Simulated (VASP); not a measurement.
# Zr (P6_3/mmc) in VASP: relaxation of cell and atoms with PBE

Aim: the relaxation of cell and atoms of Zr with PBE.

Program: VASP 6.6.1. These are calculated values, not measurements. Logs are shortened: lines on timing, memory, paths and dates and some standing lists are left out, and cuts for length are marked.

### 1 The cell of the first run

It takes space group P6_3/mmc (No. 194, hexagonal). The conventional cell has a = 3.232 Å, b = 3.232 Å, c = 5.170 Å, α = 90.00°, β = 90.00°, γ = 120.00°. Within 4.2 Å of Zr (site symmetry -6m2) lie 12 Zr at 3.19 to 3.23 Å.

### 2 Relaxation of cell and atoms, PBE

INCAR

```
SYSTEM = Zr
  ALGO = Fast
  EDIFF = 1E-7
  EDIFFG = -0.001
  ENCUT = 600
  GGA = PE
  IBRION = 2
  ISIF = 3
  ISMEAR = -1
  LASPH = .True.
  LCHARG = .False.
  LREAL = .False.
  LWAVE = .False.
  NELM = 80
  NSW = 80
  PREC = Accurate
  SIGMA = 0.15
```

KPOINTS

```
k-points
0
Gamma
  15 15 8
  0 0 0
```

POSCAR

```
Zr
1.0
    3.2320288534      0.0000000000      0.0000000000
   -1.6160144267      2.7990190928      0.0000000000
    0.0000000000      0.0000000000      5.1700933971
Zr
2
Direct
    0.3333333333      0.6666666667      0.2500000000
    0.6666666667      0.3333333333      0.7500000000
```

Potentials or basis: VASP PAW PBE potentials, release 64 (Zr_sv).

On the command line:

```
> cat potpaw_PBE.64/Zr_sv/POTCAR > POTCAR
> mpirun -np 1 vasp_std > vasp.out
```

OUTCAR:

```text
SYSTEM = Zr
   EDIFF = 1E-7
   EDIFFG = -0.001
   ENCUT = 600
   GGA = PE
   IBRION = 2
   ISIF = 3
   ISMEAR = -1
   LASPH = .True.
   LREAL = .False.
   NELM = 80
   NSW = 80
   PREC = Accurate

 ion  position               nearest neighbor table
   1  0.333  0.667  0.250-   2 3.19   2 3.19   2 3.19   2 3.19   2 3.19   2 3.19
   2  0.667  0.333  0.750-   1 3.19   1 3.19   1 3.19   1 3.19   1 3.19   1 3.19

  LATTYP: Found a hexagonal cell.
 ALAT       =     3.2320288534
 C/A-ratio  =     1.5996433298

  Lattice vectors:

 A1 = (   3.2320288534,   0.0000000000,   0.0000000000)
 A2 = (  -1.6160144267,   2.7990190928,   0.0000000000)
 A3 = (   0.0000000000,   0.0000000000,   5.1700933971)

Analysis of symmetry for initial positions (statically):
=====================================================================
 Subroutine PRICEL returns:
 Original cell was already a primitive cell.

 Routine SETGRP: Setting up the symmetry group for a
 hexagonal supercell.

 Subroutine GETGRP returns: Found 24 space group operations
 (whereof 12 operations were pure point group operations)
 out of a pool of 24 trial point group operations.

The static configuration has the point symmetry D_3d.
 The point group associated with its full space group is D_6h.

Analysis of symmetry for dynamics (positions and initial velocities):
=====================================================================
 Subroutine PRICEL returns:
 Original cell was already a primitive cell.

 Routine SETGRP: Setting up the symmetry group for a
 hexagonal supercell.

 Subroutine GETGRP returns: Found 24 space group operations
 (whereof 12 operations were pure point group operations)
 out of a pool of 24 trial point group operations.

The dynamic configuration has the point symmetry D_3d.
 The point group associated with its full space group is D_6h.

 Subroutine INISYM returns: Found 24 space group operations
 (whereof 12 operations are pure point group operations),
 and found     1 'primitive' translations

----------------------------------------------------------------------------------------

                                     Primitive cell

  volume of cell :      46.7713

  direct lattice vectors                    reciprocal lattice vectors
     3.232028853  0.000000000  0.000000000     0.309403178  0.178634008  0.000000000
    -1.616014427  2.799019093  0.000000000     0.000000000  0.357268017  0.000000000
     0.000000000  0.000000000  5.170093397     0.000000000  0.000000000  0.193420104

  length of vectors
     3.232028853  3.232028853  5.170093397     0.357268017  0.357268017  0.193420104

  position of ions in fractional coordinates (direct lattice)
     0.333333333  0.666666667  0.250000000
     0.666666667  0.333333333  0.750000000

  ion indices of the primitive-cell ions
   primitive index   ion index
                 1           1
                 2           2

----------------------------------------------------------------------------------------

 KPOINTS: k-points

Automatic generation of k-mesh.
 Grid dimensions read from file:
 generate k-points for:   15   15    8

 Generating k-lattice:

  Cartesian coordinates                     Fractional coordinates (reciprocal lattice)
     0.020626879  0.011908934  0.000000000     0.066666667 -0.000000000  0.000000000
     0.000000000  0.023817868  0.000000000     0.000000000  0.066666667  0.000000000
     0.000000000  0.000000000  0.024177513     0.000000000  0.000000000  0.125000000

  Length of vectors
     0.023817868  0.023817868  0.024177513

  Shift w.r.t. Gamma in fractional coordinates (k-lattice)
     0.000000000  0.000000000  0.000000000

 Subroutine IBZKPT returns following result:
 ===========================================

 Found    135 irreducible k-points:

 Following reciprocal coordinates:
            Coordinates               Weight
  0.000000  0.000000  0.000000      1.000000
  0.066667  0.000000  0.000000      6.000000
  0.133333  0.000000  0.000000      6.000000
  0.200000  0.000000  0.000000      6.000000
  0.266667  0.000000  0.000000      6.000000
  0.333333  0.000000  0.000000      6.000000
[... 16 lines left out ...]
  0.333333  0.200000  0.000000     12.000000
  0.400000  0.200000  0.000000      6.000000
 [... further k-points ...]
   k-points           NKPTS =    135   k-points in BZ     NKDIM =    135   number of bands    NBANDS=     16
   number of dos      NEDOS =    301   number of ions     NIONS =      2
   total plane-waves  NPLWV =  32928
   dimension x,y,z NGX =    28 NGY =   28 NGZ =   42
   dimension x,y,z NGXF=    56 NGYF=   56 NGZF=   84
   ions per type =               2
   NGX,Y,Z   is equivalent  to a cutoff of  14.40, 14.40, 13.51 a.u.
   NGXF,Y,Z  is equivalent  to a cutoff of  28.80, 28.80, 27.01 a.u.
 SYSTEM =  Zr
   PREC   = accura    normal or accurate (medium, high low for compatibility)
   ISTART =      0    job   : 0-new  1-cont  2-samecut
   ICHARG =      2    charge: 1-file 2-atom 10-const
   ISPIN  =      1    spin polarized calculation?
   LNONCOLLINEAR =      F non collinear calculations
   LSORBIT =      F    spin-orbit coupling
   LASPH  =      T    aspherical Exc in radial PAW
   ENCUT  =  600.0 eV  44.10 Ry    6.64 a.u.   6.46  6.46 10.33*2*pi/ulx,y,z
   NELM   =     80;   NELMIN=  2; NELMDL= -5     # of ELM steps
   EDIFF  = 0.1E-06   stopping-criterion for ELM
   LREAL  =      F    real-space projection
   EDIFFG = -.1E-02   stopping-criterion for IOM
   NSW    =     80    number of steps for IOM
   IBRION =      2    ionic relax: 0-MD 1-quasi-New 2-CG
   NFREE  =      1    steps in history (QN), initial steepest desc. (CG)
   ISIF   =      3    stress and relaxation
   ISYM   =      2    0-nonsym 1-usesym 2-fastsym
   POTIM  = 0.5000    time-step for ionic-motion
   TEBEG  =    0.0;   TEEND  =   0.0 temperature during run
   PSTRESS=    0.0 pullay stress
   NELECT =      24.0000    total number of electrons
   NUPDOWN=      -1.0000    fix difference up-down
   EMIN   =  10.00;   EMAX   =-10.00  energy-range for DOS
   EFERMI =   0.00;   METHOD = LEGACY
   ISMEAR =    -1;   SIGMA  =   0.15  broadening in eV -4-tet -1-fermi 0-gaus
   EFERMI_NEDOS =   21; number of points for ismear=-14 and -15
   IALGO  =     68    algorithm
   IMIX   =      4    mixing-type and parameters
     AMIX     =   0.40;   BMIX     =  1.00
     AMIX_MAG =   1.60;   BMIX_MAG =  1.00
  volume/ion in A,a.u.               =      23.39       157.81
  Fermi-wavevector in a.u.,A,eV,Ry     =   1.310646  2.476762 23.371993  1.717793
  Thomas-Fermi vector in A             =   2.441162
   LORBIT       =      0    0 simple, 1 ext, 2 COOP (PROOUT), +10 PAW based schemes
   GGA     = PE    functional components
   LHFCALC =     F    Hartree Fock is set to
   AEXX    =    0.0000 exact exchange contribution
   IVDW    =     0    specifies the selected vdW correction
   LEPSILON=     F    determine dielectric tensor
   LRPA    =     F    only Hartree local field effects (RPA)
 conjugate gradient relaxation of ions
 non-spin polarized calculation
 RMM-DIIS sequential band-by-band and
  energy-cutoff  :      600.00
  volume of cell :       46.77
 maximum number of plane-waves:      1582
 NGX is ok and might be reduce to    28
   NGX = 13   NGY = 13   NGZ = 21

--------------------------------------- Ionic step        1  -------------------------------------------

 number of electron      24.0000000 magnetization

 Free energy of the ion-electron system (eV)
  ---------------------------------------------------
  ext. energy  EPLUGINS =         0.00000000
  ---------------------------------------------------
  free energy    TOTEN  =       -17.12050137 eV

  energy without entropy =      -16.95125655  energy(sigma->0) =      -17.03587896

------------------------ aborting loop because EDIFF is reached ----------------------------------------

  FORCE on cell =-STRESS in cart. coord.  units (eV):
  Direction    XX          YY          ZZ          XY          YZ          ZX
  --------------------------------------------------------------------------------------
  -------------------------------------------------------------------------------------
  Total        0.0235288      0.0235288      0.1631386      0.0000000     -0.0000000     -0.0000000
  in kB        0.8059921      0.8059921      5.5884052      0.0000000     -0.0000000     -0.0000000
  external PRESSURE =       2.4001298 kB  Pullay stress =       0.0000000 kB

 VOLUME and BASIS-vectors are now :
 -----------------------------------------------------------------------------
  energy-cutoff  :      600.00
  volume of cell :       46.77
      direct lattice vectors                 reciprocal lattice vectors
     3.232028853  0.000000000  0.000000000     0.309403178  0.178634008  0.000000000
    -1.616014427  2.799019093  0.000000000     0.000000000  0.357268017  0.000000000
     0.000000000  0.000000000  5.170093397     0.000000000  0.000000000  0.193420104
[... 253 lines left out ...]
 POSITION                                       TOTAL-FORCE (eV/Angst)
 -----------------------------------------------------------------------------------
     -0.00000      1.86407      1.29808        -0.000000     -0.000000      0.000000
      1.61434      0.93204      3.89425         0.000000      0.000000      0.000000
 -----------------------------------------------------------------------------------
    total drift:                                0.000000     -0.000000      0.000000

  FREE ENERGIE OF THE ION-ELECTRON SYSTEM (eV)
  ---------------------------------------------------
  free  energy   TOTEN  =       -17.1208261158 eV

  energy  without entropy=      -16.9501396460  energy(sigma->0) =      -17.03548288

--------------------------------------- Ionic step        9  -------------------------------------------

 number of electron      24.0000000 magnetization

 Free energy of the ion-electron system (eV)
  ---------------------------------------------------
  ext. energy  EPLUGINS =         0.00000000
  ---------------------------------------------------
  free energy    TOTEN  =       -17.12082661 eV

  energy without entropy =      -16.95012315  energy(sigma->0) =      -17.03547488

 E-fermi :   8.8643     XC(G=0): -11.0507

 val. band max:        8.8514055118   @ k =   0.3333   0.2667   0.5000
 cond. band min:       8.8799012708   @ k =   0.3333   0.3333   0.5000
 fundamental gap:      0.0284957590
 Fermi energy:         8.8643237249

 k-point     1 :       0.0000    0.0000    0.0000
  band No.  band energies     occupation
      1     -39.9193      2.00000
      2     -39.7747      2.00000
      3     -18.4153      2.00000
      4     -17.5737      2.00000
      5     -17.5737      2.00000
      6     -17.4488      2.00000
[... 8 lines left out ...]
     15      10.4616      0.00005
     16      10.4616      0.00005
[... 419 lines left out ...]
 k-point    24 :       0.4000    0.2000    0.0000
  band No.  band energies     occupation
      1     -39.7703      2.00000
      2     -39.7409      2.00000
      3     -18.1978      2.00000
      4     -18.0409      2.00000
      5     -17.9283      2.00000
      6     -17.9096      2.00000
[... 8 lines left out ...]
     15      10.4900      0.00004
     16      13.0686      0.00000

 [... further k-points ...]

------------------------ aborting loop because EDIFF is reached ----------------------------------------

  FORCE on cell =-STRESS in cart. coord.  units (eV):
  Direction    XX          YY          ZZ          XY          YZ          ZX
  --------------------------------------------------------------------------------------
  -------------------------------------------------------------------------------------
  Total        0.0011074      0.0011074     -0.0008445     -0.0000000     -0.0000000      0.0000000
  in kB        0.0378483      0.0378483     -0.0288639     -0.0000000     -0.0000000      0.0000000
  external PRESSURE =       0.0156109 kB  Pullay stress =       0.0000000 kB

 VOLUME and BASIS-vectors are now :
 -----------------------------------------------------------------------------
  energy-cutoff  :      600.00
  volume of cell :       46.88
      direct lattice vectors                 reciprocal lattice vectors
     3.228696901  0.000000000 -0.000000000     0.309722477  0.178818355  0.000000000
    -1.614348450  2.796133537  0.000000000     0.000000000  0.357636710  0.000000000
     0.000000000 -0.000000000  5.192558959     0.000000000 -0.000000000  0.192583273

 POSITION                                       TOTAL-FORCE (eV/Angst)
 -----------------------------------------------------------------------------------
     -0.00000      1.86409      1.29814         0.000000     -0.000000      0.000000
      1.61435      0.93204      3.89442        -0.000000      0.000000      0.000000
 -----------------------------------------------------------------------------------
    total drift:                                0.000000     -0.000000      0.000000

  FREE ENERGIE OF THE ION-ELECTRON SYSTEM (eV)
  ---------------------------------------------------
  free  energy   TOTEN  =       -17.1208266080 eV

  energy  without entropy=      -16.9501231479  energy(sigma->0) =      -17.03547488

 reached required accuracy - stopping structural energy minimisation
```

Run time: 8.4 min. Hardware: 1 thread of Intel Xeon Platinum 8488C (Sapphire Rapids), shared host; peak memory 0.26 GiB.

Results:

- Free energy: -17.1208 eV
- Relaxed volume: 23.44 Å³/atom
- Relaxed cell: a = 3.229 Å, b = 3.229 Å, c = 5.193 Å, α = 90.00°, β = 90.00°, γ = 120.00°
- Space group after relaxing (to 0.1 Å): P6_3/mmc (No. 194)
- Energy gained by relaxing: 0.2 meV/atom
- Ionic steps: 9
- Pressure after relaxing: 0.0 GPa
- Band gap on the k mesh: zero (bands 12 and 13 overlap by 1.20 eV)

The path:
| step | energy change (eV) | largest force (eV/Å) | pressure (GPa) | volume (Å³) |
| --- | --- | --- | --- | --- |
| 1 | 0.0000 | 0.0000 | 0.24 | 46.77 |
| 2 | -0.0002 | 0.0000 | -0.25 | 47.01 |
| 3 | -0.0002 | 0.0000 | -0.11 | 46.94 |
| 4 | -0.0003 | 0.0000 | -0.03 | 46.89 |
| 5 | -0.0003 | 0.0000 | 0.00 | 46.88 |
| 6 | -0.0003 | 0.0000 | -0.01 | 46.88 |
| 7 | -0.0003 | 0.0000 | -0.01 | 46.88 |
| 8 | -0.0003 | 0.0000 | 0.01 | 46.87 |
| 9 | -0.0003 | 0.0000 | 0.00 | 46.88 |

Final structure:
```xyz
2
Lattice="3.2287 0.0000 0.0000 -1.6143 2.7961 0.0000 0.0000 0.0000 5.1926" Properties=species:S:1:pos:R:3 pbc="T T T"
Zr    0.0000    1.8641    1.2981
Zr    1.6143    0.9320    3.8944
```
